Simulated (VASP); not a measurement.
Wanted: the native input for a VASP 6.6.1 run.

```
Task                   : relaxation of cell and atoms
Functional             : PBE
Potentials or basis    : VASP PAW PBE potentials, release 64 (Mg, O)
Cutoff                 : 600 eV
k mesh                 : 8 × 8 × 8
Occupations            : gaussian, width 0.02 eV
Spin                   : no spin polarisation
Dipole correction      : no
Further INCAR settings : ALGO = Normal; EDIFF = 1e-07; IBRION = 2; EDIFFG = -0.002; NSW = 100; ISIF = 3
```

The structure of MgO (pbe) lies in POSCAR:

```
MgO
1.0
    0.0000000000      2.1060000000      2.1060000000
    2.1060000000      0.0000000000      2.1060000000
    2.1060000000      2.1060000000      0.0000000000
Mg O
1 1
Direct
    0.0000000000      0.0000000000      0.0000000000
    0.5000000000      0.5000000000      0.5000000000
```

These files were run (other wordings do the same):

INCAR

```
PREC     = Accurate       # precision mode
ENCUT    = 600            # plane-wave cutoff, eV
EDIFF    = 1E-7           # SCF threshold, eV
ISMEAR   = 0              # smearing method
SIGMA    = 0.02           # smearing width, eV
LREAL    = F              # projectors in reciprocal space
LASPH    = T              # aspherical terms in the spheres
NELM     = 120            # most SCF steps
ALGO     = Normal         # electronic algorithm
ISIF     = 3              # what is computed and relaxed
LWAVE    = F              # write WAVECAR
LCHARG   = F              # write CHGCAR
GGA      = PE             # functional
IBRION   = 2              # ionic algorithm
NSW      = 100            # ionic steps
EDIFFG   = -0.002         # ionic threshold
GGA_COMPAT= F            
NELMIN   = 4
```

KPOINTS

```
regular mesh
0
Gamma
  8 8 8
```

Potentials or basis: VASP PAW PBE potentials, release 64 (Mg, O).

Run with:

```console
$ cat potpaw_PBE.64/Mg/POTCAR potpaw_PBE.64/O/POTCAR > POTCAR
$ mpirun -np 1 vasp_std > vasp.out
```

Results of the run:

- Relaxed volume: 9.56 Å³/atom
- Relaxed cell: a = 3.002 Å, b = 3.002 Å, c = 3.002 Å, α = 60.00°, β = 60.00°, γ = 60.00°
- Space group after relaxing (to 0.05 Å): Fm-3m (No. 225)
- Energy gained by relaxing: 2.5 meV/atom
- Ionic steps: 3
- Pressure after relaxing: 0.0 GPa
- Band gap on the k mesh: 4.50 eV, direct

It took 13 s on 1 thread of Intel Xeon 6975P-C (shared host), peak memory 0.14 GiB.
